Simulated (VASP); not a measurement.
# Ti2CuB2 (R-3m) in VASP: notebook

Ti2CuB2 is run at these levels: PBE; tasks: single point, relaxation of cell and atoms.

Program: VASP 6.6.1. These are calculated values, not measurements. Logs are shortened: lines on timing, memory, paths and dates and some standing lists are left out, and cuts for length are marked.

**1. The cell of the first run**

Symmetry: R-3m, No. 166, trigonal system. Conventional cell: a = 4.134 Å, b = 4.134 Å, c = 10.096 Å, α = 90.00°, β = 90.00°, γ = 120.00°. Within 2.9 Å of Ti (site symmetry 3m) lie 7 B at 2.15 to 2.68 Å and 4 Cu at 2.21 to 2.65 Å and 3 Ti at 2.61 Å. Cu (site symmetry -3m) has 8 Ti at 2.21 to 2.65 Å and 6 B at 2.59 Å within 2.9 Å. B (site symmetry 3m) has 1 B at 1.37 Å within 1.8 Å.

The cell was built from a structure type or drawn by symmetry, and may not be a known phase.

**2. Single point, PBE**

Input file INCAR:

```
PREC = Accurate ; ENCUT = 520
EDIFF = 1E-7 ; ISMEAR = 0
SIGMA = 0.1 ; LREAL = False
LASPH = True ; NELM = 80
ALGO = Normal ; ISIF = 2
LWAVE = False ; LCHARG = True
GGA = PE ; LELF = True
LVHAR = True ; NBANDS = 28
```

Input file KPOINTS:

```
Automatic mesh
0
Gamma
  6 6 6
```

Input file POSCAR:

```
Ti2CuB2
1.0
    2.0668680700      1.1933068400      3.3654121600
   -2.0668680700      1.1933068400      3.3654121600
    0.0000000000     -2.3866136800      3.3654121600
Ti Cu B
2 1 2
Direct
    0.7813975700      0.7813975700      0.7813975700
    0.2186024300      0.2186024300      0.2186024300
    0.0000000000      0.0000000000      0.0000000000
    0.5680652400      0.5680652400      0.5680652400
    0.4319347600      0.4319347600      0.4319347600
```

Potentials or basis: VASP PAW PBE potentials, release 64 (Ti_sv, Cu, B).

Started as:

```bash
cat potpaw_PBE.64/Ti_sv/POTCAR potpaw_PBE.64/Cu/POTCAR potpaw_PBE.64/B/POTCAR > POTCAR
mpirun -np 1 vasp_std > vasp.out
```

OUTCAR:

```text
PREC = Accurate
   ENCUT = 520
   EDIFF = 1E-7
   ISMEAR = 0
   LREAL = False
   LASPH = True
   NELM = 80
   ISIF = 2
   GGA = PE

 ion  position               nearest neighbor table
   1  0.781  0.781  0.781-   4 2.15   3 2.21   5 2.39   5 2.39   5 2.39   2 2.61   2 2.61   2 2.61
                             3 2.65   3 2.65   3 2.65
   2  0.219  0.219  0.219-   5 2.15   3 2.21   4 2.39   4 2.39   4 2.39   1 2.61   1 2.61   1 2.61
                             3 2.65   3 2.65   3 2.65
   3  0.000  0.000  0.000-   1 2.21   2 2.21   1 2.65   1 2.65   2 2.65   2 2.65   1 2.65   2 2.65

   4  0.568  0.568  0.568-   5 1.37   1 2.15   2 2.39   2 2.39   2 2.39
   5  0.432  0.432  0.432-   4 1.37   2 2.15   1 2.39   1 2.39   1 2.39

  LATTYP: Found a trigonal (rhomboedric) cell.
 ALAT       =     4.1257634281
 COS(alpha) =     0.4980657094

  Lattice vectors:

 A1 = (   2.0668680700,   1.1933068400,   3.3654121600)
 A2 = (  -2.0668680700,   1.1933068400,   3.3654121600)
 A3 = (   0.0000000000,  -2.3866136800,   3.3654121600)

Analysis of symmetry for initial positions (statically):
=====================================================================
 Subroutine PRICEL returns:
 Original cell was already a primitive cell.

 Routine SETGRP: Setting up the symmetry group for a
 trigonal (rhombohedral) supercell.

 Subroutine GETGRP returns: Found 12 space group operations
 (whereof 12 operations were pure point group operations)
 out of a pool of 12 trial point group operations.

The static configuration has the point symmetry D_3d.

Analysis of symmetry for dynamics (positions and initial velocities):
=====================================================================
 Subroutine PRICEL returns:
 Original cell was already a primitive cell.

 Routine SETGRP: Setting up the symmetry group for a
 trigonal (rhombohedral) supercell.

 Subroutine GETGRP returns: Found 12 space group operations
 (whereof 12 operations were pure point group operations)
 out of a pool of 12 trial point group operations.

The dynamic configuration has the point symmetry D_3d.

 Subroutine INISYM returns: Found 12 space group operations
 (whereof 12 operations are pure point group operations),
 and found     1 'primitive' translations

----------------------------------------------------------------------------------------

                                     Primitive cell

  volume of cell :      49.8029

  direct lattice vectors                    reciprocal lattice vectors
[... 95 lines left out ...]
   EDIFFG = 0.1E-05   stopping-criterion for IOM
   NSW    =      0    number of steps for IOM
   IBRION =     -1    ionic relax: 0-MD 1-quasi-New 2-CG
   NFREE  =      0    steps in history (QN), initial steepest desc. (CG)
   ISIF   =      2    stress and relaxation
   ISYM   =      2    0-nonsym 1-usesym 2-fastsym
   POTIM  = 0.5000    time-step for ionic-motion
   TEBEG  =    0.0;   TEEND  =   0.0 temperature during run
   PSTRESS=    0.0 pullay stress
   NELECT =      41.0000    total number of electrons
   NUPDOWN=      -1.0000    fix difference up-down
   EMIN   =  10.00;   EMAX   =-10.00  energy-range for DOS
   EFERMI =   0.00;   METHOD = LEGACY
   ISMEAR =     0;   SIGMA  =   0.10  broadening in eV -4-tet -1-fermi 0-gaus
   EFERMI_NEDOS =   21; number of points for ismear=-14 and -15
   IALGO  =     38    algorithm
   IMIX   =      4    mixing-type and parameters
     AMIX     =   0.40;   BMIX     =  1.00
     AMIX_MAG =   1.60;   BMIX_MAG =  1.00
  volume/ion in A,a.u.               =       9.96        67.22
  Fermi-wavevector in a.u.,A,eV,Ry     =   1.534327  2.899458 32.030291  2.354160
  Thomas-Fermi vector in A             =   2.641271
   LORBIT       =      0    0 simple, 1 ext, 2 COOP (PROOUT), +10 PAW based schemes
   GGA     = PE    functional components
   LHFCALC =     F    Hartree Fock is set to
   AEXX    =    0.0000 exact exchange contribution
   IVDW    =     0    specifies the selected vdW correction
   LEPSILON=     F    determine dielectric tensor
   LRPA    =     F    only Hartree local field effects (RPA)
 non-spin polarized calculation
 Gauss-broadening in eV      SIGMA  =   0.10
  energy-cutoff  :      520.00
  volume of cell :       49.80
 maximum number of plane-waves:      1363
 NGX is ok and might be reduce to    32
   NGX = 15   NGY = 15   NGZ = 15

 number of electron      40.9999982 magnetization

 Free energy of the ion-electron system (eV)
  ---------------------------------------------------
  ext. energy  EPLUGINS =         0.00000000
  ---------------------------------------------------
  free energy    TOTEN  =       -30.76739622 eV

  energy without entropy =      -30.74776253  energy(sigma->0) =      -30.75757938

 E-fermi :  10.1612     XC(G=0): -12.8593

 val. band max:       10.1122140926   @ k =   0.5000   0.3333   0.0000
 cond. band min:      10.1664449302   @ k =   0.5000   0.3333   0.1667
 fundamental gap:      0.0542308377
 Fermi energy:        10.1611682733

 k-point     1 :       0.0000    0.0000    0.0000
  band No.  band energies     occupation
      1     -46.4615      2.00000
      2     -46.2288      2.00000
      3     -22.9579      2.00000
      4     -22.9579      2.00000
      5     -22.7992      2.00000
      6     -22.6305      2.00000
[... 733 lines left out ...]
     27      13.4891      0.00000
     28      13.8800      0.00000

 [... further k-points ...]

------------------------ aborting loop because EDIFF is reached ----------------------------------------

  FORCE on cell =-STRESS in cart. coord.  units (eV):
  Direction    XX          YY          ZZ          XY          YZ          ZX
  --------------------------------------------------------------------------------------
  -------------------------------------------------------------------------------------
  Total        1.4257651      1.4257651     31.9604960      0.0000000      0.0000000      0.0000000
  in kB       45.8674042     45.8674045   1028.1812908      0.0000000      0.0000000      0.0000000
  external PRESSURE =     373.3053665 kB  Pullay stress =       0.0000000 kB

 VOLUME and BASIS-vectors are now :
 -----------------------------------------------------------------------------
  energy-cutoff  :      520.00
  volume of cell :       49.80
      direct lattice vectors                 reciprocal lattice vectors
     2.066868070  1.193306840  3.365412160     0.241911909  0.139667905  0.099046808
    -2.066868070  1.193306840  3.365412160    -0.241911909  0.139667905  0.099046808
     0.000000000 -2.386613680  3.365412160     0.000000000 -0.279335811  0.099046808

 POSITION                                       TOTAL-FORCE (eV/Angst)
 -----------------------------------------------------------------------------------
      0.00000      0.00000      7.88917         0.000000      0.000000     -3.751214
      0.00000      0.00000      2.20706         0.000000     -0.000000      3.751214
      0.00000      0.00000      0.00000        -0.000000     -0.000000     -0.000000
      0.00000      0.00000      5.73532         0.000000      0.000000      7.641271
      0.00000      0.00000      4.36092         0.000000      0.000000     -7.641271
 -----------------------------------------------------------------------------------
    total drift:                                0.000000      0.000000     -0.000000

  FREE ENERGIE OF THE ION-ELECTRON SYSTEM (eV)
  ---------------------------------------------------
  free  energy   TOTEN  =       -30.7673962193 eV

  energy  without entropy=      -30.7477625342  energy(sigma->0) =      -30.75757938
```

OSZICAR:

```text
N       E                     dE             d eps       ncg     rms          rms(c)
DAV:   1     0.437045023819E+03    0.43705E+03   -0.20165E+04  1848   0.199E+03
[... 11 lines left out ...]
DAV:  13    -0.307674493230E+02   -0.91276E-04   -0.43089E-04  2924   0.217E-01    0.801E-02
DAV:  14    -0.307674007743E+02    0.48549E-04   -0.18420E-04  2832   0.284E-01    0.229E-02
DAV:  15    -0.307673964761E+02    0.42982E-05   -0.44797E-05  2780   0.113E-01    0.447E-03
DAV:  16    -0.307673964629E+02    0.13227E-07   -0.31139E-06  2328   0.144E-02    0.322E-03
DAV:  17    -0.307673963498E+02    0.11307E-06   -0.11613E-07  1172   0.779E-03    0.155E-03
DAV:  18    -0.307673962163E+02    0.13353E-06   -0.42679E-07  2000   0.793E-03    0.143E-03
DAV:  19    -0.307673962193E+02   -0.29468E-08   -0.34308E-08  1012   0.184E-03
   1 F= -.30767396E+02 E0= -.30757579E+02  d E =-.196337E-01
```

Run time: 77 s. Hardware: 1 thread of Intel Xeon 8259CL, shared host; peak memory 0.2 GiB.

Results:

* Free energy: -30.7674 eV
* Pressure: 37.3 GPa
* Largest force: 7.641 eV/Å
* Band gap on the k mesh: zero (an odd number of electrons rules out a gap without spin polarisation)

Forces on the atoms (eV/Å):
```
Ti   0.000  0.000 -3.751
Ti   0.000  0.000  3.751
Cu   0.000  0.000  0.000
B    0.000  0.000  7.641
B    0.000  0.000 -7.641
```

Stress tensor (GPa, compression positive):
```
  4.59   0.00   0.00
  0.00   4.59   0.00
  0.00   0.00 102.82
```

Levels at points of the mesh, in eV from the Fermi level:
| k point | band 18 | band 19 | band 20 | band 21 | band 22 | band 23 |
| --- | --- | --- | --- | --- | --- | --- |
| (0.00, 0.00, 0.00) | -4.08 | -0.81 | -0.81 | 1.90 | 1.90 | 2.03 |
| (0.50, 0.00, 0.00) | -2.24 | -1.90 | -0.71 | -0.40 | 0.45 | 0.67 |
| (0.50, 0.50, 0.00) | -3.37 | -0.94 | -0.55 | 0.01 | 0.15 | 0.98 |
| (0.50, 0.50, 0.50) | -1.40 | -1.40 | -0.58 | 0.07 | 1.20 | 1.20 |

Caveat: the cell stands under pressure; forces of over 1 eV/Å act on the atoms, so gaps and moduli don't describe the material at rest.

**3. Relaxation of cell and atoms, PBE**

Input file INCAR:

```
SYSTEM = Ti2CuB2
PREC = Accurate ; ENCUT = 600
EDIFF = 1E-6 ; ISMEAR = 0
SIGMA = 0.1 ; LREAL = .False.
LASPH = .True. ; NELM = 100
ALGO = Normal ; ISIF = 3
LWAVE = .False. ; LCHARG = .False.
GGA = PE ; IBRION = 2
NSW = 90 ; EDIFFG = -0.04
```

Input file KPOINTS:

```
regular mesh
0
Gamma
  6 6 6
  0 0 0
```

POSCAR is that of step 2.

Potentials or basis: VASP PAW PBE potentials, release 64 (Ti_sv, Cu, B).

Started as:

```bash
cat potpaw_PBE.64/Ti_sv/POTCAR potpaw_PBE.64/Cu/POTCAR potpaw_PBE.64/B/POTCAR > POTCAR
mpirun -np 1 vasp_std > vasp.out
```

Run time: 25 min. Hardware: 1 thread of Intel Xeon 8259CL, shared host; peak memory 0.25 GiB.

Results (log left out):

| Item | Value |
| --- | --- |
| Free energy | -33.7105 eV |
| Relaxed volume | 11.16 Å³/atom |
| Relaxed cell | a = 4.573 Å, b = 4.573 Å, c = 4.573 Å, α = 52.55°, β = 52.55°, γ = 52.55° |
| Space group after relaxing (to 0.1 Å) | R-3m (No. 166) |
| Energy gained by relaxing | 588.1 meV/atom |
| Ionic steps | 17 |
| Pressure after relaxing | 0.1 GPa |
| Largest force after relaxing | 0.029 eV/Å |
| Band gap on the k mesh | zero (an odd number of electrons rules out a gap without spin polarisation) |

Forces on the atoms (eV/Å):
```
Ti   0.000  0.000  0.000
Ti   0.000  0.000  0.000
Cu   0.000  0.000  0.000
B    0.000  0.000  0.029
B    0.000  0.000 -0.029
```

Stress tensor (GPa, compression positive):
```
-0.06  0.00  0.00
 0.00 -0.06  0.00
 0.00  0.00  0.28
```

The path:
```tsv
step	energy change (eV)	largest force (eV/Å)	pressure (GPa)	volume (Å³)
1	0.0000	7.6388	37.22	49.80
2	-0.1411	2.3532	-14.32	66.90
3	-0.6859	2.8724	-12.94	63.96
4	-1.1852	3.2793	-10.71	61.37
5	-1.9801	3.4571	0.91	55.54
6	-1.9953	3.1001	4.98	54.36
7	-1.9979	3.3048	2.94	54.92
8	-2.7300	1.2916	-8.19	57.79
9	-2.7369	1.1540	-8.57	58.01
10	-2.8722	1.0274	5.11	54.05
11	-2.9026	0.5096	0.56	55.15
12	-2.9251	0.3329	0.79	55.22
13	-2.9347	0.1484	1.20	55.30
14	-2.9395	0.0781	-0.69	56.01
15	-2.9395	0.0830	-0.62	55.95
16	-2.9404	0.0657	0.18	55.75
17	-2.9405	0.0288	0.05	55.80
```

Final structure:
```
Ti Cu B
1.0
     2.02443    1.16880    3.93046
    -2.02443    1.16880    3.93046
     0.00000   -2.33761    3.93046
Ti Cu B
2 1 2
Cartesian
  0.0000 0.0000 8.9606
  0.0000 0.0000 2.8308
  0.0000 0.0000 0.0000
  0.0000 0.0000 6.7215
  0.0000 0.0000 5.0699
```

Levels at points of the mesh, in eV from the Fermi level:
| k point | band 16 | band 17 | band 18 | band 19 | band 20 | band 21 | band 22 | band 23 | band 24 |
| --- | --- | --- | --- | --- | --- | --- | --- | --- | --- |
| (0.00, 0.00, 0.00) | -3.80 | -3.80 | -3.31 | -1.03 | -1.03 | 1.78 | 1.78 | 1.92 | 2.56 |
| (0.50, 0.00, 0.00) | -3.71 | -2.05 | -2.04 | -2.04 | -1.79 | 0.09 | 0.10 | 0.48 | 0.61 |
| (0.50, 0.50, 0.00) | -3.63 | -3.44 | -3.19 | -1.46 | -0.94 | 0.18 | 0.28 | 0.43 | 1.02 |
| (0.50, 0.50, 0.50) | -1.97 | -1.97 | -1.70 | -1.70 | -1.49 | -0.13 | 0.52 | 0.52 | 1.11 |
